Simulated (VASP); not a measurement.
# H2C32O in VASP: further runs

H2C32O is run at these levels: PBE; tasks: single point.

All numbers are computed with VASP 6.6.1; they aren't measurements. Logs are shortened: lines on timing, memory, paths and dates and some standing lists are left out, and cuts for length are marked.

### 1 The cell of the first run

The cell holds a slab with vacuum, 35 atoms: a = 9.864 Å, b = 9.864 Å, c = 13.000 Å, α = 90.00°, β = 90.00°, γ = 120.00°.

### 2 Single point, PBE

File INCAR:

```
ALGO = Normal
EDIFF = 1E-6
ENCUT = 520
GGA = PE
ISIF = 2
ISMEAR = -1
LASPH = T
LCHARG = F
LREAL = Auto
LWAVE = F
NBANDS = 91
NELM = 100
PREC = Accurate
SIGMA = 0.05
```

File KPOINTS:

```
k-points
0
Gamma
  2 2 1
```

File POSCAR:

```
H2C32O
1.0
    9.8640000000      0.0000000000      0.0000000000
   -4.9320000000      8.5424750000      0.0000000000
    0.0000000000      0.0000000000     13.0000000000
C O H
32 1 2
Direct
   -0.0006183021     -0.0003290615      0.0614046154
    0.1660476840      0.0830485310      0.0613438462
   -0.0006037464      0.2497896687      0.0612748462
    0.1660515864      0.3330808694      0.0612546923
   -0.0006351564      0.4997337423      0.0611966923
    0.1660095861      0.5830355957      0.0612298462
   -0.0006508861      0.7496826154      0.0612998462
    0.1660061452      0.8330226310      0.0613126923
    0.2493337973     -0.0003161847      0.0613355385
    0.4159845886      0.0830411561      0.0613436154
    0.2493592685      0.2497225921      0.0612901538
    0.4160153350      0.3330580423      0.0612861538
    0.2493539509      0.4997277721      0.0612393077
    0.4160012854      0.5830266989      0.0612630769
    0.2493227627      0.7496812107      0.0612904615
    0.4159733416      0.8329914925      0.0613412308
    0.4992708019     -0.0003379583      0.0613965385
    0.6659806264      0.0830395172      0.0614207692
    0.4993358018      0.2497188461      0.0613098462
    0.6660078347      0.3330837960      0.0612988462
    0.4993444815      0.4997112663      0.0612678462
    0.6660035042      0.5830272842      0.0612742308
    0.4993138494      0.7496714945      0.0613066923
    0.6659713080      0.8329649194      0.0613400000
    0.7493118398     -0.0003617219      0.0614073077
    0.9160497065      0.0830560230      0.0614143846
    0.7493842061      0.2497815914      0.0613166923
    0.9160633315      0.3331147004      0.0612106923
    0.7493608282      0.4997358494      0.0612658462
    0.9160184375      0.5830360639      0.0612426154
    0.7493378731      0.7496737187      0.0613098462
    0.9160056397      0.8329946532      0.0613506923
    0.8201085966      0.1435480935      0.3425949231
    0.7381345328      0.1383485465      0.2986203846
    0.8780489382      0.1119883874      0.2977155385
```

Potentials or basis: VASP PAW PBE potentials, release 64 (C, O, H).

Command:

```
cat potpaw_PBE.64/C/POTCAR potpaw_PBE.64/O/POTCAR potpaw_PBE.64/H/POTCAR > POTCAR
mpirun -np 1 vasp_std > vasp.out
```

OUTCAR:

```text
EDIFF = 1E-6
   ENCUT = 520
   GGA = PE
   ISIF = 2
   ISMEAR = -1
   LASPH = T
   LREAL = Auto
   NELM = 100
   PREC = Accurate

 ion  position               nearest neighbor table
   1  0.999  1.000  0.061-   2 1.42  32 1.42  26 1.42
   2  0.166  0.083  0.061-   9 1.42   1 1.42  11 1.42
   3  0.999  0.250  0.061-   4 1.42  28 1.42  26 1.42
   4  0.166  0.333  0.061-  13 1.42   3 1.42  11 1.42
   5  0.999  0.500  0.061-  28 1.42   6 1.42  30 1.42
   6  0.166  0.583  0.061-   5 1.42  15 1.42  13 1.42
[... 24 lines left out ...]
  31  0.749  0.750  0.061-  22 1.42  24 1.42  32 1.42
  32  0.916  0.833  0.061-   7 1.42  31 1.42   1 1.42
  33  0.820  0.144  0.343-  34 0.97  35 0.97
  34  0.738  0.138  0.299-  33 0.97
  35  0.878  0.112  0.298-  33 0.97

  LATTYP: Found a hexagonal cell.
 ALAT       =     9.8640000000
 C/A-ratio  =     1.3179237632

  Lattice vectors:

 A1 = (   9.8640000000,   0.0000000000,   0.0000000000)
 A2 = (  -4.9320000000,   8.5424750000,   0.0000000000)
 A3 = (   0.0000000000,   0.0000000000,  13.0000000000)

Analysis of symmetry for initial positions (statically):
=====================================================================
 Subroutine PRICEL returns:
 Original cell was already a primitive cell.

 Routine SETGRP: Setting up the symmetry group for a
 hexagonal supercell.

 Subroutine GETGRP returns: Found  1 space group operations
 (whereof  1 operations were pure point group operations)
 out of a pool of 24 trial point group operations.

The static configuration has the point symmetry C_1 .

Analysis of symmetry for dynamics (positions and initial velocities):
=====================================================================
 Subroutine PRICEL returns:
 Original cell was already a primitive cell.

 Routine SETGRP: Setting up the symmetry group for a
 hexagonal supercell.

 Subroutine GETGRP returns: Found  1 space group operations
 (whereof  1 operations were pure point group operations)
 out of a pool of 24 trial point group operations.

The dynamic configuration has the point symmetry C_1 .

 Subroutine INISYM returns: Found  1 space group operations
 (whereof  1 operations are pure point group operations),
 and found     1 'primitive' translations

[... 139 lines left out ...]
   EDIFF  = 0.1E-05   stopping-criterion for ELM
   LREAL  =      T    real-space projection
   EDIFFG = 0.1E-04   stopping-criterion for IOM
   NSW    =      0    number of steps for IOM
   IBRION =     -1    ionic relax: 0-MD 1-quasi-New 2-CG
   NFREE  =      0    steps in history (QN), initial steepest desc. (CG)
   ISIF   =      2    stress and relaxation
   ISYM   =      2    0-nonsym 1-usesym 2-fastsym
   POTIM  = 0.5000    time-step for ionic-motion
   TEBEG  =    0.0;   TEEND  =   0.0 temperature during run
   PSTRESS=    0.0 pullay stress
   NELECT =     136.0000    total number of electrons
   NUPDOWN=      -1.0000    fix difference up-down
   EMIN   =  10.00;   EMAX   =-10.00  energy-range for DOS
   EFERMI =   0.00;   METHOD = LEGACY
   ISMEAR =    -1;   SIGMA  =   0.05  broadening in eV -4-tet -1-fermi 0-gaus
   EFERMI_NEDOS =   21; number of points for ismear=-14 and -15
   IALGO  =     38    algorithm
   IMIX   =      4    mixing-type and parameters
     AMIX     =   0.40;   BMIX     =  1.00
     AMIX_MAG =   1.60;   BMIX_MAG =  1.00
  volume/ion in A,a.u.               =      31.30       211.21
  Fermi-wavevector in a.u.,A,eV,Ry     =   0.816697  1.543334  9.075010  0.666994
  Thomas-Fermi vector in A             =   1.927012
   LORBIT       =      0    0 simple, 1 ext, 2 COOP (PROOUT), +10 PAW based schemes
   GGA     = PE    functional components
   LHFCALC =     F    Hartree Fock is set to
   AEXX    =    0.0000 exact exchange contribution
   IVDW    =     0    specifies the selected vdW correction
   LEPSILON=     F    determine dielectric tensor
   LRPA    =     F    only Hartree local field effects (RPA)
 non-spin polarized calculation
  energy-cutoff  :      520.00
  volume of cell :     1095.42
 maximum number of plane-waves:     29533
 NGX is ok and might be reduce to    80
   NGX = 37   NGY = 37   NGZ = 49

 number of electron     135.9999998 magnetization

 Free energy of the ion-electron system (eV)
  ---------------------------------------------------
  ext. energy  EPLUGINS =         0.00000000
  ---------------------------------------------------
  free energy    TOTEN  =      -309.48439041 eV

  energy without entropy =     -309.48439039  energy(sigma->0) =     -309.48439040

 E-fermi :  -2.0700     XC(G=0):  -3.5860

 val. band max:       -3.0507132945   @ k =   0.5000   0.5000   0.0000
 cond. band min:      -1.0882559367   @ k =   0.5000   0.5000   0.0000
 fundamental gap:      1.9624573577
 Fermi energy:        -2.0699930220

 k-point     1 :       0.0000    0.0000    0.0000
  band No.  band energies     occupation
      1     -22.8276      2.00000
      2     -21.5542      2.00000
      3     -20.1010      2.00000
      4     -20.0970      2.00000
      5     -20.0892      2.00000
      6     -20.0854      2.00000
[... 321 lines left out ...]
     79       2.3812      0.00000
     80       2.6862      0.00000
 [bands above 80 left out]

------------------------ aborting loop because EDIFF is reached ----------------------------------------

  FORCE on cell =-STRESS in cart. coord.  units (eV):
  Direction    XX          YY          ZZ          XY          YZ          ZX
  --------------------------------------------------------------------------------------
  -------------------------------------------------------------------------------------
  Total        1.8772088      1.6373312     -0.1222117      0.0688306      0.0098890      0.0000395
  in kB        2.7456365      2.3947875     -0.1787488      0.1006728      0.0144638      0.0000577
  external PRESSURE =       1.6538917 kB  Pullay stress =       0.0000000 kB

 VOLUME and BASIS-vectors are now :
 -----------------------------------------------------------------------------
  energy-cutoff  :      520.00
  volume of cell :     1095.42
      direct lattice vectors                 reciprocal lattice vectors
     9.864000000  0.000000000  0.000000000     0.101378751  0.058531046  0.000000000
    -4.932000000  8.542475000  0.000000000     0.000000000  0.117062093  0.000000000
     0.000000000  0.000000000 13.000000000     0.000000000  0.000000000  0.076923077

 POSITION                                       TOTAL-FORCE (eV/Angst)
 -----------------------------------------------------------------------------------
      4.92752      8.53966      0.79826        -0.005165     -0.004291      0.001453
      1.22830      0.70944      0.79747         0.004979      0.002743     -0.001545
      8.62608      2.13382      0.79657        -0.007655     -0.004191      0.001018
     -0.00482      2.84533      0.79631         0.011677      0.005450     -0.000197
      7.39305      4.26896      0.79556        -0.007715     -0.001418     -0.000809
     -1.23801      4.98057      0.79599         0.008827      0.003383     -0.000958
[... 27 lines left out ...]
      6.59862      1.18184      3.88206        -0.100975      0.006739     -0.030531
      8.10875      0.95666      3.87030         0.095245     -0.022232     -0.031480
 -----------------------------------------------------------------------------------
    total drift:                                0.039401      0.012676      0.028492

  FREE ENERGIE OF THE ION-ELECTRON SYSTEM (eV)
  ---------------------------------------------------
  free  energy   TOTEN  =      -309.4843904123 eV

  energy  without entropy=     -309.4843903950  energy(sigma->0) =     -309.48439040
```

OSZICAR:

```text
N       E                     dE             d eps       ncg     rms          rms(c)
DAV:   1     0.115394993347E+04    0.11539E+04   -0.54463E+04   768   0.117E+03
DAV:   2    -0.132839672525E+03   -0.12868E+04   -0.12355E+04  1048   0.285E+02
DAV:   3    -0.325303411820E+03   -0.19246E+03   -0.19161E+03   832   0.114E+02
DAV:   4    -0.331547636797E+03   -0.62442E+01   -0.62249E+01   872   0.257E+01
[... 13 lines left out ...]
DAV:  18    -0.309484379751E+03   -0.41359E-04   -0.40891E-06   680   0.346E-03    0.897E-04
DAV:  19    -0.309484387017E+03   -0.72658E-05   -0.64580E-07   528   0.159E-03    0.358E-04
DAV:  20    -0.309484388718E+03   -0.17012E-05   -0.15310E-07   482   0.904E-04    0.224E-04
DAV:  21    -0.309484390040E+03   -0.13217E-05   -0.69564E-08   458   0.556E-04    0.180E-04
DAV:  22    -0.309484390412E+03   -0.37256E-06   -0.16885E-08   493   0.329E-04
   1 F= -.30948439E+03 E0= -.30948439E+03  d E =-.173026E-07
```

stdout:

```text
POSCAR found type information on POSCAR C O H
 POSCAR found :  3 types and      35 ions
 scaLAPACK will be used
 LDA part: xc-table for (Slater+PW92), standard interpolation
 POSCAR, INCAR and KPOINTS ok, starting setup
 FFT: planning ... GRIDC
 FFT: planning ... GRID_SOFT
 FFT: planning ... GRID
 WAVECAR not read
 entering main loop
```

Run time: 12 min. Hardware: 1 thread of Intel Xeon 6975P-C (Granite Rapids), shared host; peak memory 1.2 GiB.

Results:

```yaml
Free_energy: -309.4844 eV
Largest_force: 0.106 eV/Å
Band_gap_on_the_k_mesh: 1.96 eV
```

Forces in eV/Å, atoms in the order of the input:
```
C   -0.005 -0.004  0.001
C    0.005  0.003 -0.002
C   -0.008 -0.004  0.001
C    0.012  0.005  0.000
C   -0.008 -0.001 -0.001
C    0.009  0.003 -0.001
C   -0.008 -0.004  0.000
C    0.008  0.005  0.000
C   -0.008 -0.004  0.001
C    0.009  0.003  0.000
C   -0.008 -0.004  0.000
C    0.009  0.004  0.000
C   -0.008 -0.005 -0.001
C    0.009  0.004  0.000
C   -0.008 -0.004  0.000
C    0.008  0.006  0.001
C   -0.009 -0.004  0.000
C    0.007  0.002  0.000
C   -0.008 -0.004  0.000
C    0.006  0.005  0.000
C   -0.008 -0.004 -0.001
C    0.009  0.005  0.000
C   -0.008 -0.004  0.000
C    0.008  0.004  0.001
C   -0.008 -0.003 -0.001
C    0.002  0.002  0.000
C   -0.007 -0.005  0.002
C    0.009  0.004 -0.001
C   -0.008 -0.004 -0.001
C    0.010  0.003 -0.001
C   -0.009 -0.004  0.000
C    0.007  0.005  0.001
O    0.004  0.015  0.061
H   -0.101  0.007 -0.031
H    0.095 -0.022 -0.031
```

Caveat: there is no dipole correction, which matters where the two faces differ.

### 3 Single point, PBE

File INCAR:

```
ALGO = Normal
EDIFF = 1E-7
ENCUT = 520
GGA = PE
ISIF = 2
ISMEAR = -1
LASPH = True
LCHARG = True
LELF = True
LREAL = Auto
LVHAR = True
LWAVE = False
NBANDS = 91
NELM = 80
PREC = Accurate
SIGMA = 0.05
```

KPOINTS is that of step 2.

File POSCAR:

```
H2C32O
1.0
    9.8640000000      0.0000000000      0.0000000000
   -4.9320000000      8.5424750000      0.0000000000
    0.0000000000      0.0000000000     13.0000000000
C O H
32 1 2
Direct
   -0.0006183180     -0.0003290084      0.0614045898
    0.1660476978      0.0830485615      0.0613438064
   -0.0006037012      0.2497896906      0.0612748069
    0.1660515359      0.3330808202      0.0612546791
   -0.0006351784      0.4997336991      0.0611967098
    0.1660095754      0.5830356289      0.0612298050
   -0.0006508195      0.7496826631      0.0612998352
    0.1660061834      0.8330226191      0.0613126873
    0.2493338041     -0.0003161995      0.0613354983
    0.4159845919      0.0830411506      0.0613436212
    0.2493593018      0.2497226426      0.0612901227
    0.4160153733      0.3330580294      0.0612861357
    0.2493539456      0.4997277682      0.0612393157
    0.4160013139      0.5830267379      0.0612630420
    0.2493228142      0.7496812096      0.0612905002
    0.4159733067      0.8329915097      0.0613412153
    0.4992708045     -0.0003379768      0.0613965326
    0.6659806025      0.0830394852      0.0614207710
    0.4993358535      0.2497188625      0.0613098079
    0.6660078394      0.3330837610      0.0612988467
    0.4993444845      0.4997112725      0.0612678453
    0.6660035069      0.5830272399      0.0612742140
    0.4993137944      0.7496714451      0.0613067310
    0.6659713537      0.8329649748      0.0613400030
    0.7493117788     -0.0003617531      0.0614073243
    0.9160497421      0.0830560340      0.0614144087
    0.7493842504      0.2497816284      0.0613166909
    0.9160633357      0.3331147211      0.0612106671
    0.7493608919      0.4997358780      0.0612658403
    0.9160184115      0.5830360697      0.0612425940
    0.7493378305      0.7496736931      0.0613098340
    0.9160056121      0.8329946885      0.0613507128
    0.8201085807      0.1435481100      0.3425949289
    0.7381345539      0.1383485932      0.2986203702
    0.8780489462      0.1119883502      0.2977155067
```

Potentials or basis: VASP PAW PBE potentials, release 64 (C, O, H).

Command:

```
cat potpaw_PBE.64/C/POTCAR potpaw_PBE.64/O/POTCAR potpaw_PBE.64/H/POTCAR > POTCAR
mpirun -np 1 vasp_std > vasp.out
```

It took 14 min on 1 thread of Intel Xeon Platinum 8488C (Sapphire Rapids), shared host; peak memory 1.3 GiB.

The run converged. Its results:

- Free energy: -309.4844 eV
- Largest force: 0.106 eV/Å
- Band gap on the k mesh: 1.96 eV

Forces on the atoms (eV/Å):
```
C   -0.005 -0.004  0.001
C    0.005  0.003 -0.002
C   -0.008 -0.004  0.001
C    0.012  0.005  0.000
C   -0.008 -0.001 -0.001
C    0.009  0.003 -0.001
C   -0.008 -0.004  0.000
C    0.008  0.005  0.000
C   -0.008 -0.004  0.001
C    0.009  0.003  0.000
C   -0.008 -0.004  0.000
C    0.009  0.004  0.000
C   -0.008 -0.005 -0.001
C    0.009  0.004  0.000
C   -0.008 -0.004  0.000
C    0.008  0.006  0.001
C   -0.009 -0.004  0.000
C    0.007  0.002  0.000
C   -0.008 -0.004  0.000
C    0.006  0.005  0.000
C   -0.008 -0.004 -0.001
C    0.009  0.005  0.000
C   -0.008 -0.004  0.000
C    0.008  0.004  0.001
C   -0.008 -0.003 -0.001
C    0.002  0.002  0.000
C   -0.007 -0.005  0.002
C    0.009  0.004 -0.001
C   -0.008 -0.004 -0.001
C    0.010  0.003 -0.001
C   -0.009 -0.004  0.000
C    0.007  0.005  0.001
O    0.004  0.015  0.061
H   -0.101  0.007 -0.031
H    0.095 -0.022 -0.031
```

Levels at points of the mesh, in eV from the valence-band top:
```tsv
k point	band 65	band 66	band 67	band 68	band 69	band 70	band 71	band 72
(0.00, 0.00, 0.00)	-1.64	-1.34	-1.34	-1.34	2.69	2.69	2.70	3.82
(0.50, 0.00, 0.00)	-1.53	-1.53	-0.01	0.00	1.96	1.97	3.24	3.24
(0.00, 0.50, 0.00)	-1.53	-1.53	0.00	0.00	1.96	1.97	3.23	3.24
(0.50, 0.50, 0.00)	-1.54	-1.53	-0.01	0.00	1.96	1.97	3.24	3.25
```

Caveat: there is no dipole correction, which matters where the two faces differ.

### 4 Single point, PBE

File INCAR:

```
SYSTEM = H2C32O
PREC = Accurate
ENCUT = 520
EDIFF = 1E-6
ISMEAR = -1
SIGMA = 0.05
LREAL = Auto
LASPH = .True.
NELM = 100
ALGO = Normal
ISIF = 2
LWAVE = .False.
LCHARG = .False.
GGA = PE
NBANDS = 91
```

File KPOINTS:

```
regular mesh
0
Gamma
  2 2 1
  0 0 0
```

File POSCAR:

```
H2C32O
1.0
    9.8640000000      0.0000000000      0.0000000000
   -4.9320000000      8.5424750000      0.0000000000
    0.0000000000      0.0000000000     13.0000000000
C O H
32 1 2
Direct
   -0.0006183021     -0.0003290615      0.0614046154
    0.1660476840      0.0830485310      0.0613438462
   -0.0006037464      0.2497896687      0.0612748462
    0.1660515864      0.3330808694      0.0612546923
   -0.0006351564      0.4997337423      0.0611966923
    0.1660095861      0.5830355957      0.0612298462
   -0.0006508861      0.7496826154      0.0612998462
    0.1660061452      0.8330226310      0.0613126923
    0.2493337973     -0.0003161847      0.0613355385
    0.4159845886      0.0830411561      0.0613436154
    0.2493592685      0.2497225921      0.0612901538
    0.4160153350      0.3330580423      0.0612861538
    0.2493539509      0.4997277721      0.0612393077
    0.4160012854      0.5830266989      0.0612630769
    0.2493227627      0.7496812107      0.0612904615
    0.4159733416      0.8329914925      0.0613412308
    0.4992708019     -0.0003379583      0.0613965385
    0.6659806264      0.0830395172      0.0614207692
    0.4993358018      0.2497188461      0.0613098462
    0.6660078347      0.3330837960      0.0612988462
    0.4993444815      0.4997112663      0.0612678462
    0.6660035042      0.5830272842      0.0612742308
    0.4993138494      0.7496714945      0.0613066923
    0.6659713080      0.8329649194      0.0613400000
    0.7493118398     -0.0003617219      0.0614073077
    0.9160497065      0.0830560230      0.0614143846
    0.7493842061      0.2497815914      0.0613166923
    0.9160633315      0.3331147004      0.0612106923
    0.7493608282      0.4997358494      0.0612658462
    0.9160184375      0.5830360639      0.0612426154
    0.7493378731      0.7496737187      0.0613098462
    0.9160056397      0.8329946532      0.0613506923
    0.8201085966      0.1435480935      0.3425949231
    0.7381345328      0.1383485465      0.2986203846
    0.8780489382      0.1119883874      0.2977155385
```

Command:

```
cat potpaw_PBE.64/C/POTCAR potpaw_PBE.64/O/POTCAR potpaw_PBE.64/H/POTCAR > POTCAR
mpirun -np 1 vasp_std > vasp.out
```

Wall time 13 min (1 thread of Intel Xeon Platinum 8488C (Sapphire Rapids), shared host); peak memory 1.3 GiB.

Results (log left out):

```
Free energy            : -309.4844 eV
Largest force          : 0.106 eV/Å
Band gap on the k mesh : 1.96 eV
```

Forces in eV/Å, atoms in the order of the input:
```
C   -0.005 -0.004  0.001
C    0.005  0.003 -0.002
C   -0.008 -0.004  0.001
C    0.012  0.005  0.000
C   -0.008 -0.001 -0.001
C    0.009  0.003 -0.001
C   -0.008 -0.004  0.000
C    0.008  0.005  0.000
C   -0.008 -0.004  0.001
C    0.009  0.003  0.000
C   -0.008 -0.004  0.000
C    0.009  0.004  0.000
C   -0.008 -0.005 -0.001
C    0.009  0.004  0.000
C   -0.008 -0.004  0.000
C    0.008  0.006  0.001
C   -0.009 -0.004  0.000
C    0.007  0.002  0.000
C   -0.008 -0.004  0.000
C    0.006  0.005  0.000
C   -0.008 -0.004 -0.001
C    0.009  0.005  0.000
C   -0.008 -0.004  0.000
C    0.008  0.004  0.001
C   -0.008 -0.003 -0.001
C    0.002  0.002  0.000
C   -0.007 -0.005  0.002
C    0.009  0.004 -0.001
C   -0.008 -0.004 -0.001
C    0.010  0.003 -0.001
C   -0.009 -0.004  0.000
C    0.007  0.005  0.001
O    0.004  0.015  0.061
H   -0.101  0.007 -0.031
H    0.095 -0.022 -0.031
```

Levels at points of the mesh, in eV from the valence-band top:
```
           k point  band 64  band 65  band 66  band 67  band 68  band 69  band 70  band 71  band 72  band 73
(0.00, 0.00, 0.00)    -1.71    -1.64    -1.34    -1.34    -1.34     2.69     2.69     2.70     3.82     3.82
(0.50, 0.00, 0.00)    -1.55    -1.53    -1.53    -0.01     0.00     1.96     1.97     3.24     3.24     3.26
(0.00, 0.50, 0.00)    -1.55    -1.53    -1.53     0.00     0.00     1.96     1.97     3.23     3.24     3.26
(0.50, 0.50, 0.00)    -1.54    -1.54    -1.53    -0.01     0.00     1.96     1.97     3.24     3.25     3.25
```

Caveat: there is no dipole correction, which matters where the two faces differ.
